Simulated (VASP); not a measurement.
# InSb (I4/mmm) in VASP: notebook

Runs on InSb. Level: PBE. Tasks: single point.

Everything below comes from runs of VASP 6.6.1. Logs are shortened: lines on timing, memory, paths and dates and some standing lists are left out, and cuts for length are marked.

### 1 The cell of the first run

The structure is tetragonal, space group I4/mmm (No. 139). Conventional cell: a = 4.529 Å, b = 4.529 Å, c = 5.672 Å, α = 90.00°, β = 90.00°, γ = 90.00°. Within 3.7 Å of In (site symmetry 4/mmm) lie 6 Sb at 2.84 to 3.20 Å. Within 3.7 Å of Sb (site symmetry 4/mmm) lie 6 In at 2.84 to 3.20 Å.

### 2 Single point, PBE (29.08 Å³/atom)

File INCAR:

```
PREC     = Accurate       # precision mode
ENCUT    = 520            # plane-wave cutoff, eV
EDIFF    = 1E-6           # SCF threshold, eV
ISMEAR   = 0              # smearing method
SIGMA    = 0.15           # smearing width, eV
LREAL    = False          # projectors in reciprocal space
LASPH    = True           # aspherical terms in the spheres
NELM     = 80             # most SCF steps
ALGO     = Normal         # electronic algorithm
ISIF     = 2              # what is computed and relaxed
LWAVE    = False          # write WAVECAR
LCHARG   = False          # write CHGCAR
GGA      = PE             # functional
NBANDS   = 16             # bands
```

File KPOINTS:

```
regular mesh
0
Gamma
  14 14 14
```

File POSCAR:

```
InSb
1.0
    0.0000000000      3.2021538661      2.8361476792
    3.2021538661      0.0000000000      2.8361476792
    3.2021538661      3.2021538661      0.0000000000
In Sb
1 1
Direct
    0.0000000000      0.0000000000      0.0000000000
    0.5000000000      0.5000000000      0.5000000000
```

Potentials or basis: VASP PAW PBE potentials, release 64 (In_d, Sb).

Run with:

```bash
cat potpaw_PBE.64/In_d/POTCAR potpaw_PBE.64/Sb/POTCAR > POTCAR
mpirun -np 1 vasp_std > vasp.out
```

OUTCAR:

```text
PREC = Accurate
   ENCUT = 520
   EDIFF = 1E-6
   ISMEAR = 0
   LREAL = False
   LASPH = True
   NELM = 80
   ISIF = 2
   GGA = PE

 ion  position               nearest neighbor table
   1  0.000  0.000  0.000-   2 2.84   2 2.84   2 3.20   2 3.20   2 3.20   2 3.20
   2  0.500  0.500  0.500-   1 2.84   1 2.84   1 3.20   1 3.20   1 3.20   1 3.20

  LATTYP: Found a body centered tetragonal cell.
 ALAT       =     4.5285294262
 C/A-ratio  =     1.2525689522

  Lattice vectors:

 A1 = (   0.0000000000,  -3.2021538661,  -2.8361476792)
 A2 = (   0.0000000000,   3.2021538661,  -2.8361476792)
 A3 = (   3.2021538661,   0.0000000000,   2.8361476792)

Analysis of symmetry for initial positions (statically):
=====================================================================
 Subroutine PRICEL returns:
 Original cell was already a primitive cell.

 Routine SETGRP: Setting up the symmetry group for a
 body centered tetragonal supercell.

 Subroutine GETGRP returns: Found 16 space group operations
 (whereof 16 operations were pure point group operations)
 out of a pool of 16 trial point group operations.

The static configuration has the point symmetry D_4h.

Analysis of symmetry for dynamics (positions and initial velocities):
=====================================================================
 Subroutine PRICEL returns:
 Original cell was already a primitive cell.

 Routine SETGRP: Setting up the symmetry group for a
 body centered tetragonal supercell.

 Subroutine GETGRP returns: Found 16 space group operations
 (whereof 16 operations were pure point group operations)
 out of a pool of 16 trial point group operations.

The dynamic configuration has the point symmetry D_4h.

 Subroutine INISYM returns: Found 16 space group operations
 (whereof 16 operations are pure point group operations),
 and found     1 'primitive' translations

----------------------------------------------------------------------------------------

                                     Primitive cell

  volume of cell :      58.1625

  direct lattice vectors                    reciprocal lattice vectors
     0.000000000  3.202153866  2.836147679    -0.156144901  0.156144901  0.176295474
     3.202153866  0.000000000  2.836147679     0.156144901 -0.156144901  0.176295474
     3.202153866  3.202153866  0.000000000     0.156144901  0.156144901 -0.176295474

  length of vectors
     4.277560408  4.277560408  4.528529426     0.282564249  0.282564249  0.282564249

  position of ions in fractional coordinates (direct lattice)
     0.000000000  0.000000000  0.000000000
     0.500000000  0.500000000  0.500000000

  ion indices of the primitive-cell ions
   primitive index   ion index
                 1           1
                 2           2

----------------------------------------------------------------------------------------

 KPOINTS: regular mesh

Automatic generation of k-mesh.
 Grid dimensions read from file:
 generate k-points for:   14   14   14

 Generating k-lattice:

  Cartesian coordinates                     Fractional coordinates (reciprocal lattice)
    -0.011153207  0.011153207  0.012592534     0.071428571  0.000000000  0.000000000
     0.011153207 -0.011153207  0.012592534     0.000000000  0.071428571  0.000000000
     0.011153207  0.011153207 -0.012592534     0.000000000  0.000000000  0.071428571

  Length of vectors
     0.020183161  0.020183161  0.020183161

  Shift w.r.t. Gamma in fractional coordinates (k-lattice)
     0.000000000  0.000000000  0.000000000

 Subroutine IBZKPT returns following result:
 ===========================================

 Found    244 irreducible k-points:

 Following reciprocal coordinates:
            Coordinates               Weight
  0.000000  0.000000  0.000000      1.000000
  0.071429  0.000000  0.000000      8.000000
  0.142857  0.000000  0.000000      8.000000
  0.214286 -0.000000  0.000000      8.000000
  0.285714 -0.000000  0.000000      8.000000
  0.357143  0.000000  0.000000      8.000000
[... 16 lines left out ...]
  0.214286  0.142857  0.000000      8.000000
  0.285714  0.142857  0.000000      8.000000
 [... further k-points ...]
   k-points           NKPTS =    244   k-points in BZ     NKDIM =    244   number of bands    NBANDS=     16
   number of dos      NEDOS =    301   number of ions     NIONS =      2
   total plane-waves  NPLWV =  36864
   dimension x,y,z NGX =    32 NGY =   32 NGZ =   36
   dimension x,y,z NGXF=    64 NGYF=   64 NGZF=   72
   ions per type =               1   1
   NGX,Y,Z   is equivalent  to a cutoff of  12.44, 12.44, 13.22 a.u.
   NGXF,Y,Z  is equivalent  to a cutoff of  24.87, 24.87, 26.43 a.u.
 SYSTEM =  unknown system
   PREC   = accura    normal or accurate (medium, high low for compatibility)
   ISTART =      0    job   : 0-new  1-cont  2-samecut
   ICHARG =      2    charge: 1-file 2-atom 10-const
   ISPIN  =      1    spin polarized calculation?
   LNONCOLLINEAR =      F non collinear calculations
   LSORBIT =      F    spin-orbit coupling
   LASPH  =      T    aspherical Exc in radial PAW
   ENCUT  =  520.0 eV  38.22 Ry    6.18 a.u.   7.95  7.95  8.42*2*pi/ulx,y,z
   NELM   =     80;   NELMIN=  2; NELMDL= -5     # of ELM steps
   EDIFF  = 0.1E-05   stopping-criterion for ELM
   LREAL  =      F    real-space projection
   EDIFFG = 0.1E-04   stopping-criterion for IOM
   NSW    =      0    number of steps for IOM
   IBRION =     -1    ionic relax: 0-MD 1-quasi-New 2-CG
   NFREE  =      0    steps in history (QN), initial steepest desc. (CG)
   ISIF   =      2    stress and relaxation
   ISYM   =      2    0-nonsym 1-usesym 2-fastsym
   POTIM  = 0.5000    time-step for ionic-motion
   TEBEG  =    0.0;   TEEND  =   0.0 temperature during run
   PSTRESS=    0.0 pullay stress
   NELECT =      18.0000    total number of electrons
   NUPDOWN=      -1.0000    fix difference up-down
   EMIN   =  10.00;   EMAX   =-10.00  energy-range for DOS
   EFERMI =   0.00;   METHOD = LEGACY
   ISMEAR =     0;   SIGMA  =   0.15  broadening in eV -4-tet -1-fermi 0-gaus
   EFERMI_NEDOS =   21; number of points for ismear=-14 and -15
   IALGO  =     38    algorithm
   IMIX   =      4    mixing-type and parameters
     AMIX     =   0.40;   BMIX     =  1.00
     AMIX_MAG =   1.60;   BMIX_MAG =  1.00
  volume/ion in A,a.u.               =      29.08       196.25
  Fermi-wavevector in a.u.,A,eV,Ry     =   1.107349  2.092587 16.683766  1.226222
  Thomas-Fermi vector in A             =   2.243862
   LORBIT       =      0    0 simple, 1 ext, 2 COOP (PROOUT), +10 PAW based schemes
   GGA     = PE    functional components
   LHFCALC =     F    Hartree Fock is set to
   AEXX    =    0.0000 exact exchange contribution
   IVDW    =     0    specifies the selected vdW correction
   LEPSILON=     F    determine dielectric tensor
   LRPA    =     F    only Hartree local field effects (RPA)
 non-spin polarized calculation
 Gauss-broadening in eV      SIGMA  =   0.15
  energy-cutoff  :      520.00
  volume of cell :       58.16
 maximum number of plane-waves:      1589
   NGX = 15   NGY = 15   NGZ = 17

 number of electron      18.0000002 magnetization

 Free energy of the ion-electron system (eV)
  ---------------------------------------------------
  ext. energy  EPLUGINS =         0.00000000
  ---------------------------------------------------
  free energy    TOTEN  =        -6.49670570 eV

  energy without entropy =       -6.48001018  energy(sigma->0) =       -6.48835794

 E-fermi :   6.5623     XC(G=0):  -9.6856

 val. band max:        6.5614721941   @ k =   0.3571   0.0000   0.2143
 cond. band min:       6.5673706514   @ k =  -0.2143   0.1429   0.0714
 fundamental gap:      0.0058984573
 Fermi energy:         6.5623051627

 k-point     1 :       0.0000    0.0000    0.0000
  band No.  band energies     occupation
      1      -7.9605      2.00000
      2      -7.8843      2.00000
      3      -7.8843      2.00000
      4      -7.8788      2.00000
      5      -7.8436      2.00000
      6      -4.3594      2.00000
[... 8 lines left out ...]
     15      13.2778      0.00000
     16      14.1234      0.00000

 k-point     2 :       0.0714    0.0000    0.0000
  band No.  band energies     occupation
      1      -7.9619      2.00000
      2      -7.8837      2.00000
      3      -7.8836      2.00000
      4      -7.8785      2.00000
      5      -7.8434      2.00000
      6      -4.3070      2.00000
[... 8 lines left out ...]
     15      13.1918      0.00000
     16      14.5966      0.00000

 k-point     3 :       0.1429    0.0000    0.0000
  band No.  band energies     occupation
      1      -7.9657      2.00000
      2      -7.8857      2.00000
      3      -7.8820      2.00000
      4      -7.8742      2.00000
      5      -7.8429      2.00000
      6      -4.1508      2.00000
[... 8 lines left out ...]
     15      13.3071      0.00000
     16      13.9133      0.00000

 k-point     4 :       0.2143   -0.0000    0.0000
  band No.  band energies     occupation
      1      -7.9716      2.00000
      2      -7.8904      2.00000
      3      -7.8799      2.00000
      4      -7.8662      2.00000
      5      -7.8418      2.00000
      6      -3.8961      2.00000
[... 8 lines left out ...]
     15      13.8192      0.00000
     16      13.8759      0.00000
[... 324 lines left out ...]
 k-point    22 :       0.1429    0.1429    0.0000
  band No.  band energies     occupation
      1      -7.9686      2.00000
      2      -7.8775      2.00000
      3      -7.8775      2.00000
      4      -7.8733      2.00000
      5      -7.8482      2.00000
      6      -4.0376      2.00000
[... 8 lines left out ...]
     15      14.3174      0.00000
     16      14.3174      0.00000

 k-point    23 :       0.2143    0.1429    0.0000
  band No.  band energies     occupation
      1      -7.9768      2.00000
      2      -7.8785      2.00000
      3      -7.8739      2.00000
      4      -7.8661      2.00000
      5      -7.8498      2.00000
      6      -3.8211      2.00000
[... 8 lines left out ...]
     15      14.8602      0.00000
     16      14.8943      0.00000

 k-point    24 :       0.2857    0.1429    0.0000
  band No.  band energies     occupation
      1      -7.9875      2.00000
      2      -7.8826      2.00000
      3      -7.8711      2.00000
      4      -7.8565      2.00000
      5      -7.8495      2.00000
      6      -3.5082      2.00000
[... 8 lines left out ...]
     15      15.5189      0.00000
     16      15.6003      0.00000

 [... further k-points ...]

------------------------ aborting loop because EDIFF is reached ----------------------------------------

  FORCE on cell =-STRESS in cart. coord.  units (eV):
  Direction    XX          YY          ZZ          XY          YZ          ZX
  --------------------------------------------------------------------------------------
  -------------------------------------------------------------------------------------
  Total       -0.9237792     -0.9237792      3.6947491      0.0000000      0.0000000      0.0000000
  in kB      -25.4469384    -25.4469384    101.7776239      0.0000000      0.0000000      0.0000000
  external PRESSURE =      16.9612490 kB  Pullay stress =       0.0000000 kB

 VOLUME and BASIS-vectors are now :
 -----------------------------------------------------------------------------
  energy-cutoff  :      520.00
  volume of cell :       58.16
      direct lattice vectors                 reciprocal lattice vectors
     0.000000000  3.202153866  2.836147679    -0.156144901  0.156144901  0.176295474
     3.202153866  0.000000000  2.836147679     0.156144901 -0.156144901  0.176295474
     3.202153866  3.202153866  0.000000000     0.156144901  0.156144901 -0.176295474

 POSITION                                       TOTAL-FORCE (eV/Angst)
 -----------------------------------------------------------------------------------
      0.00000      0.00000      0.00000         0.000000     -0.000000     -0.000000
      3.20215      3.20215      2.83615        -0.000000      0.000000      0.000000
 -----------------------------------------------------------------------------------
    total drift:                                0.000000     -0.000000     -0.000000

  FREE ENERGIE OF THE ION-ELECTRON SYSTEM (eV)
  ---------------------------------------------------
  free  energy   TOTEN  =        -6.4967057026 eV

  energy  without entropy=       -6.4800101810  energy(sigma->0) =       -6.48835794
```

Run time: 1.7 min. Hardware: 1 thread of AMD EPYC 9R45 (Zen 5), shared host; peak memory 0.34 GiB.

What came out:

- Free energy: -6.4967 eV
- Pressure: 1.7 GPa
- Band gap on the k mesh: zero (bands 9 and 10 overlap by 2.96 eV)

Stress tensor (GPa, compression positive):
```
-2.54  0.00  0.00
 0.00 -2.54  0.00
 0.00  0.00 10.18
```

Caveat: spin-orbit coupling is left out, which moves the levels of the heavy elements.

(Continued in part 2 of 2.)
